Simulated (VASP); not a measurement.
# InSb2 (Pnnm) in VASP: notebook

Runs on InSb2. Level: PBE. Tasks: single point.

Program: VASP 6.6.1. These are calculated values, not measurements. Logs are shortened: lines on timing, memory, paths and dates and some standing lists are left out, and cuts for length are marked.

### 1 The cell of the first run

The structure is orthorhombic, space group Pnnm (No. 58). The conventional cell has a = 5.395 Å, b = 6.584 Å, c = 4.110 Å, α = 90.00°, β = 90.00°, γ = 90.00°. Within 3.6 Å of In (site symmetry 2/m) lie 6 Sb at 2.72 to 2.73 Å. Sb (site symmetry m) has 1 Sb at 2.69 Å and 3 In at 2.72 to 2.73 Å within 3.5 Å.

### 2 Single point, PBE

Input file INCAR:

```
  PREC = Accurate
  ENCUT = 520
  EDIFF = 1E-6
  ISMEAR = 0
  SIGMA = 0.1
  LREAL = False
  LASPH = True
  NELM = 60
  ALGO = Normal
  ISIF = 2
  LWAVE = False
  LCHARG = False
  GGA = PE
  NBANDS = 32
```

Input file KPOINTS:

```
regular mesh
0
Gamma
  4 4 4
```

Input file POSCAR:

```
InSb2
1.0
    5.3945050216      0.0000000000      0.0000000000
    0.0000000000      6.5839517482      0.0000000000
    0.0000000000      0.0000000000      4.1101453010
In Sb
2 4
Direct
    0.0000000000      0.0000000000      0.0000000000
    0.5000000000      0.5000000000      0.5000000000
    0.2004000000      0.3787000000      0.0000000000
    0.7996000000      0.6213000000      0.0000000000
    0.7004000000      0.1213000000      0.5000000000
    0.2996000000      0.8787000000      0.5000000000
```

Potentials or basis: VASP PAW PBE potentials, release 64 (In_d, Sb).

Started as:

```bash
$ cat potpaw_PBE.64/In_d/POTCAR potpaw_PBE.64/Sb/POTCAR > POTCAR
$ mpirun -np 1 vasp_std > vasp.out
```

OUTCAR:

```text
PREC = Accurate
   ENCUT = 520
   EDIFF = 1E-6
   ISMEAR = 0
   LREAL = False
   LASPH = True
   NELM = 60
   ISIF = 2
   GGA = PE

 ion  position               nearest neighbor table
   1  0.000  0.000  0.000-   3 2.72   4 2.72   5 2.73   6 2.73   5 2.73   6 2.73
   2  0.500  0.500  0.500-   5 2.72   6 2.72   3 2.73   4 2.73   3 2.73   4 2.73
   3  0.200  0.379  0.000-   4 2.69   1 2.72   2 2.73   2 2.73   4 3.61
   4  0.800  0.621  0.000-   3 2.69   1 2.72   2 2.73   2 2.73   3 3.61
   5  0.700  0.121  0.500-   6 2.69   2 2.72   1 2.73   1 2.73   6 3.61
   6  0.300  0.879  0.500-   5 2.69   2 2.72   1 2.73   1 2.73   5 3.61

  LATTYP: Found a simple orthorhombic cell.
 ALAT       =     4.1101453010
 B/A-ratio  =     1.3124852351
 C/A-ratio  =     1.6018781007

  Lattice vectors:

 A1 = (   0.0000000000,   0.0000000000,   4.1101453010)
 A2 = (   5.3945050216,   0.0000000000,   0.0000000000)
 A3 = (   0.0000000000,   6.5839517482,   0.0000000000)

Analysis of symmetry for initial positions (statically):
=====================================================================
 Subroutine PRICEL returns:
 Original cell was already a primitive cell.

 Routine SETGRP: Setting up the symmetry group for a
 simple orthorhombic supercell.

 Subroutine GETGRP returns: Found  8 space group operations
 (whereof  4 operations were pure point group operations)
 out of a pool of  8 trial point group operations.

The static configuration has the point symmetry C_2h.
 The point group associated with its full space group is D_2h.

Analysis of symmetry for dynamics (positions and initial velocities):
=====================================================================
 Subroutine PRICEL returns:
 Original cell was already a primitive cell.

 Routine SETGRP: Setting up the symmetry group for a
 simple orthorhombic supercell.

 Subroutine GETGRP returns: Found  8 space group operations
 (whereof  4 operations were pure point group operations)
 out of a pool of  8 trial point group operations.

The dynamic configuration has the point symmetry C_2h.
 The point group associated with its full space group is D_2h.

 Subroutine INISYM returns: Found  8 space group operations
 (whereof  4 operations are pure point group operations),
 and found     1 'primitive' translations

----------------------------------------------------------------------------------------

[... 97 lines left out ...]
   LASPH  =      T    aspherical Exc in radial PAW
   ENCUT  =  520.0 eV  38.22 Ry    6.18 a.u.  10.03 12.24  7.64*2*pi/ulx,y,z
   NELM   =     60;   NELMIN=  2; NELMDL= -5     # of ELM steps
   EDIFF  = 0.1E-05   stopping-criterion for ELM
   LREAL  =      F    real-space projection
   EDIFFG = 0.1E-04   stopping-criterion for IOM
   NSW    =      0    number of steps for IOM
   IBRION =     -1    ionic relax: 0-MD 1-quasi-New 2-CG
   NFREE  =      0    steps in history (QN), initial steepest desc. (CG)
   ISIF   =      2    stress and relaxation
   ISYM   =      2    0-nonsym 1-usesym 2-fastsym
   POTIM  = 0.5000    time-step for ionic-motion
   TEBEG  =    0.0;   TEEND  =   0.0 temperature during run
   PSTRESS=    0.0 pullay stress
   NELECT =      46.0000    total number of electrons
   NUPDOWN=      -1.0000    fix difference up-down
   EMIN   =  10.00;   EMAX   =-10.00  energy-range for DOS
   EFERMI =   0.00;   METHOD = LEGACY
   ISMEAR =     0;   SIGMA  =   0.10  broadening in eV -4-tet -1-fermi 0-gaus
   EFERMI_NEDOS =   21; number of points for ismear=-14 and -15
   IALGO  =     38    algorithm
   IMIX   =      4    mixing-type and parameters
     AMIX     =   0.40;   BMIX     =  1.00
     AMIX_MAG =   1.60;   BMIX_MAG =  1.00
  volume/ion in A,a.u.               =      24.33       164.19
  Fermi-wavevector in a.u.,A,eV,Ry     =   1.114027  2.105205 16.885588  1.241056
  Thomas-Fermi vector in A             =   2.250618
   LORBIT       =      0    0 simple, 1 ext, 2 COOP (PROOUT), +10 PAW based schemes
   GGA     = PE    functional components
   LHFCALC =     F    Hartree Fock is set to
   AEXX    =    0.0000 exact exchange contribution
   IVDW    =     0    specifies the selected vdW correction
   LEPSILON=     F    determine dielectric tensor
   LRPA    =     F    only Hartree local field effects (RPA)
 non-spin polarized calculation
 Gauss-broadening in eV      SIGMA  =   0.10
  energy-cutoff  :      520.00
  volume of cell :      145.98
 maximum number of plane-waves:      3950
   NGX = 21   NGY = 25   NGZ = 15

 number of electron      45.9999999 magnetization

 Free energy of the ion-electron system (eV)
  ---------------------------------------------------
  ext. energy  EPLUGINS =         0.00000000
  ---------------------------------------------------
  free energy    TOTEN  =       -18.47104726 eV

  energy without entropy =      -18.46381115  energy(sigma->0) =      -18.46742920

 E-fermi :   9.2338     XC(G=0): -10.4436

 val. band max:        9.1500534483   @ k =   0.5000   0.5000   0.2500
 cond. band min:       9.2551026263   @ k =   0.2500   0.5000   0.5000
 fundamental gap:      0.1050491780
 Fermi energy:         9.2338420460

 k-point     1 :       0.0000    0.0000    0.0000
  band No.  band energies     occupation
      1      -6.1790      2.00000
      2      -6.0204      2.00000
      3      -5.9516      2.00000
      4      -5.9507      2.00000
      5      -5.8428      2.00000
      6      -5.8212      2.00000
[... 829 lines left out ...]
     31      14.4130      0.00000
     32      14.4130      0.00000

 [... further k-points ...]
[... 5 lines left out ...]
  --------------------------------------------------------------------------------------
  -------------------------------------------------------------------------------------
  Total       21.4617267     22.9631697     19.6051320      0.0000000      0.0000000      0.0000000
  in kB      235.5482198    252.0269602    215.1715939      0.0000000      0.0000000      0.0000000
  external PRESSURE =     234.2489246 kB  Pullay stress =       0.0000000 kB

 VOLUME and BASIS-vectors are now :
 -----------------------------------------------------------------------------
  energy-cutoff  :      520.00
  volume of cell :      145.98
      direct lattice vectors                 reciprocal lattice vectors
     5.394505022  0.000000000  0.000000000     0.185373819  0.000000000  0.000000000
     0.000000000  6.583951748  0.000000000     0.000000000  0.151884467  0.000000000
     0.000000000  0.000000000  4.110145301     0.000000000  0.000000000  0.243300401

 POSITION                                       TOTAL-FORCE (eV/Angst)
 -----------------------------------------------------------------------------------
      0.00000      0.00000      0.00000         0.000000      0.000000      0.000000
      2.69725      3.29198      2.05507         0.000000      0.000000      0.000000
      1.08106      2.49334      0.00000        -0.440887     -0.153320      0.000000
      4.31345      4.09061      0.00000         0.440887      0.153320     -0.000000
      3.77831      0.79863      2.05507        -0.440887      0.153320      0.000000
      1.61619      5.78532      2.05507         0.440887     -0.153320     -0.000000
 -----------------------------------------------------------------------------------
    total drift:                               -0.000000      0.000000     -0.000000

  FREE ENERGIE OF THE ION-ELECTRON SYSTEM (eV)
  ---------------------------------------------------
  free  energy   TOTEN  =       -18.4710472587 eV

  energy  without entropy=      -18.4638111483  energy(sigma->0) =      -18.46742920
```

Run time: 35 s. Hardware: 1 thread of Intel Xeon Platinum 8559C (Emerald Rapids), shared host; peak memory 0.29 GiB.

What came out:

| Quantity | Value |
| --- | --- |
| Free energy | -18.4710 eV |
| Pressure | 23.4 GPa |
| Largest force | 0.467 eV/Å |
| Band gap on the k mesh | zero (band 23 reaches 10.63 eV, above the bottom of band 24 at 8.24 eV) |

Forces in eV/Å, atoms in the order of the input:
```
In   0.000  0.000  0.000
In   0.000  0.000  0.000
Sb  -0.441 -0.153  0.000
Sb   0.441  0.153  0.000
Sb  -0.441  0.153  0.000
Sb   0.441 -0.153  0.000
```

Caveat: the k points lie up to 0.38 Å⁻¹ apart; spin-orbit coupling is left out, which moves the levels of the heavy elements.

### 3 Single point, PBE

This run uses another cell than the first one, of 31.90 Å³/atom, 1.311 times its volume.

Input file INCAR:

```
ALGO = Normal
EDIFF = 1E-7
ENCUT = 520
GGA = PE
ISIF = 2
ISMEAR = 0
LASPH = T
LCHARG = F
LREAL = F
LWAVE = F
NBANDS = 32
NELM = 60
PREC = Accurate
SIGMA = 0.1
```

Input file KPOINTS:

```
k-points
0
Gamma
  4 4 4
```

Input file POSCAR:

```
InSb2
1.0
    5.9496168784      0.0000000000      0.0000000000
    0.0000000000      7.3567016072      0.0000000000
    0.0000000000      0.0000000000      4.3724743804
In Sb
2 4
Direct
    0.0000000000      0.0000000000      0.0000000000
    0.5000000000      0.5000000000      0.5000000000
    0.1840816756      0.3822940091      0.0000000000
    0.8159183244      0.6177059909      0.0000000000
    0.6840816756      0.1177059909      0.5000000000
    0.3159183244      0.8822940091      0.5000000000
```

Potentials or basis: VASP PAW PBE potentials, release 64 (In_d, Sb).

Started as:

```bash
$ cat potpaw_PBE.64/In_d/POTCAR potpaw_PBE.64/Sb/POTCAR > POTCAR
$ mpirun -np 1 vasp_std > vasp.out
```

OUTCAR:

```text
EDIFF = 1E-7
   ENCUT = 520
   GGA = PE
   ISIF = 2
   ISMEAR = 0
   LASPH = T
   LREAL = F
   NELM = 60
   PREC = Accurate

 ion  position               nearest neighbor table
   1  0.000  0.000  0.000-   5 3.01   6 3.01   5 3.01   6 3.01   3 3.02   4 3.02
   2  0.500  0.500  0.500-   3 3.01   4 3.01   3 3.01   4 3.01   5 3.02   6 3.02
   3  0.184  0.382  0.000-   4 2.79   2 3.01   2 3.01   1 3.02
   4  0.816  0.618  0.000-   3 2.79   2 3.01   2 3.01   1 3.02
   5  0.684  0.118  0.500-   6 2.79   1 3.01   1 3.01   2 3.02
   6  0.316  0.882  0.500-   5 2.79   1 3.01   1 3.01   2 3.02

  LATTYP: Found a simple orthorhombic cell.
 ALAT       =     4.3724743804
 B/A-ratio  =     1.3606979392
 C/A-ratio  =     1.6825030788

  Lattice vectors:

 A1 = (   0.0000000000,   0.0000000000,   4.3724743804)
 A2 = (   5.9496168784,   0.0000000000,   0.0000000000)
 A3 = (   0.0000000000,   7.3567016072,   0.0000000000)

Analysis of symmetry for initial positions (statically):
=====================================================================
 Subroutine PRICEL returns:
 Original cell was already a primitive cell.

 Routine SETGRP: Setting up the symmetry group for a
 simple orthorhombic supercell.

 Subroutine GETGRP returns: Found  8 space group operations
 (whereof  4 operations were pure point group operations)
 out of a pool of  8 trial point group operations.

The static configuration has the point symmetry C_2h.
 The point group associated with its full space group is D_2h.

Analysis of symmetry for dynamics (positions and initial velocities):
=====================================================================
 Subroutine PRICEL returns:
 Original cell was already a primitive cell.

 Routine SETGRP: Setting up the symmetry group for a
 simple orthorhombic supercell.

 Subroutine GETGRP returns: Found  8 space group operations
 (whereof  4 operations were pure point group operations)
[... 127 lines left out ...]
   EFERMI_NEDOS =   21; number of points for ismear=-14 and -15
   IALGO  =     38    algorithm
   IMIX   =      4    mixing-type and parameters
     AMIX     =   0.40;   BMIX     =  1.00
     AMIX_MAG =   1.60;   BMIX_MAG =  1.00
  volume/ion in A,a.u.               =      31.90       215.25
  Fermi-wavevector in a.u.,A,eV,Ry     =   1.017875  1.923504 14.096572  1.036069
  Thomas-Fermi vector in A             =   2.151300
   LORBIT       =      0    0 simple, 1 ext, 2 COOP (PROOUT), +10 PAW based schemes
   GGA     = PE    functional components
   LHFCALC =     F    Hartree Fock is set to
   AEXX    =    0.0000 exact exchange contribution
   IVDW    =     0    specifies the selected vdW correction
   LEPSILON=     F    determine dielectric tensor
   LRPA    =     F    only Hartree local field effects (RPA)
 non-spin polarized calculation
 Gauss-broadening in eV      SIGMA  =   0.10
  energy-cutoff  :      520.00
  volume of cell :      191.38
 maximum number of plane-waves:      5188
 NGX is ok and might be reduce to    48
   NGX = 23   NGY = 27   NGZ = 17

 number of electron      46.0000001 magnetization

 Free energy of the ion-electron system (eV)
  ---------------------------------------------------
  ext. energy  EPLUGINS =         0.00000000
  ---------------------------------------------------
  free energy    TOTEN  =       -21.14661896 eV

  energy without entropy =      -21.13836378  energy(sigma->0) =      -21.14249137

 E-fermi :   5.8381     XC(G=0):  -9.2195

 val. band max:        5.7637898235   @ k =   0.0000   0.2500   0.2500
 cond. band min:       5.8912300097   @ k =   0.5000   0.2500   0.0000
 fundamental gap:      0.1274401863
 Fermi energy:         5.8380913765

 k-point     1 :       0.0000    0.0000    0.0000
  band No.  band energies     occupation
      1      -8.7721      2.00000
      2      -8.7207      2.00000
      3      -8.6899      2.00000
      4      -8.6899      2.00000
      5      -8.6404      2.00000
      6      -8.6369      2.00000
[... 829 lines left out ...]
     31      10.4192      0.00000
     32      10.4192      0.00000

 [... further k-points ...]
[... 5 lines left out ...]
  --------------------------------------------------------------------------------------
  -------------------------------------------------------------------------------------
  Total        0.2606885      0.3836151     -0.0415810     -0.0000000      0.0000000      0.0000000
  in kB        2.1823937      3.2114924     -0.3481016     -0.0000000      0.0000000      0.0000000
  external PRESSURE =       1.6819281 kB  Pullay stress =       0.0000000 kB

 VOLUME and BASIS-vectors are now :
 -----------------------------------------------------------------------------
  energy-cutoff  :      520.00
  volume of cell :      191.38
      direct lattice vectors                 reciprocal lattice vectors
     5.949616878  0.000000000  0.000000000     0.168078049  0.000000000  0.000000000
     0.000000000  7.356701607  0.000000000     0.000000000  0.135930483  0.000000000
     0.000000000  0.000000000  4.372474380     0.000000000  0.000000000  0.228703456

 POSITION                                       TOTAL-FORCE (eV/Angst)
 -----------------------------------------------------------------------------------
      0.00000      0.00000      0.00000         0.000000      0.000000      0.000000
      2.97481      3.67835      2.18624         0.000000      0.000000      0.000000
      1.09522      2.81242      0.00000         0.030484     -0.010060     -0.000000
      4.85440      4.54428      0.00000        -0.030484      0.010060      0.000000
      4.07002      0.86593      2.18624         0.030484      0.010060     -0.000000
      1.87959      6.49077      2.18624        -0.030484     -0.010060      0.000000
 -----------------------------------------------------------------------------------
    total drift:                                0.000000     -0.000000     -0.000000

  FREE ENERGIE OF THE ION-ELECTRON SYSTEM (eV)
  ---------------------------------------------------
  free  energy   TOTEN  =       -21.1466189626 eV

  energy  without entropy=      -21.1383637762  energy(sigma->0) =      -21.14249137
```

stdout:

```text
POSCAR found type information on POSCAR InSb
 POSCAR found :  2 types and       6 ions
 scaLAPACK will be used
 LDA part: xc-table for (Slater+PW92), standard interpolation
 POSCAR, INCAR and KPOINTS ok, starting setup
 FFT: planning ... GRIDC
 FFT: planning ... GRID_SOFT
 FFT: planning ... GRID
 WAVECAR not read
 entering main loop
```

Run time: 69 s. Hardware: 1 thread of Intel Xeon Platinum 8559C (Emerald Rapids), shared host; peak memory 0.37 GiB.

Results:

```yaml
Free_energy: -21.1466 eV
Pressure: 0.2 GPa
Largest_force: 0.032 eV/Å
Band_gap_on_the_k_mesh: zero (band 23 reaches 6.83 eV, above the bottom of band 24 at 4.93 eV)
```

Forces in eV/Å, atoms in the order of the input:
```
In   0.000  0.000  0.000
In   0.000  0.000  0.000
Sb   0.030 -0.010  0.000
Sb  -0.030  0.010  0.000
Sb   0.030  0.010  0.000
Sb  -0.030 -0.010  0.000
```

Levels at points of the mesh, in eV from the Fermi level:
| k point | band 21 | band 22 | band 23 | band 24 | band 25 | band 26 |
| --- | --- | --- | --- | --- | --- | --- |
| (0.00, 0.00, 0.00) | -0.42 | 0.39 | 0.99 | 1.32 | 1.36 | 2.06 |
| (0.50, 0.00, 0.00) | -0.28 | -0.28 | 0.30 | 0.30 | 1.10 | 1.10 |
| (0.00, 0.50, 0.00) | -0.91 | -0.91 | 0.83 | 0.83 | 1.39 | 1.39 |
| (0.50, 0.50, 0.00) | -0.47 | -0.47 | -0.37 | -0.37 | 0.89 | 0.89 |
| (0.00, 0.00, 0.50) | -1.31 | -1.31 | -0.91 | -0.91 | 0.98 | 0.98 |
| (0.50, 0.00, 0.50) | -2.23 | -2.23 | 0.80 | 0.80 | 2.34 | 2.34 |
| (0.00, 0.50, 0.50) | -1.79 | -1.79 | -0.79 | -0.79 | 0.23 | 0.23 |
| (0.50, 0.50, 0.50) | -1.29 | -1.29 | -0.27 | -0.27 | 1.03 | 1.03 |

Caveat: spin-orbit coupling is left out, which moves the levels of the heavy elements.
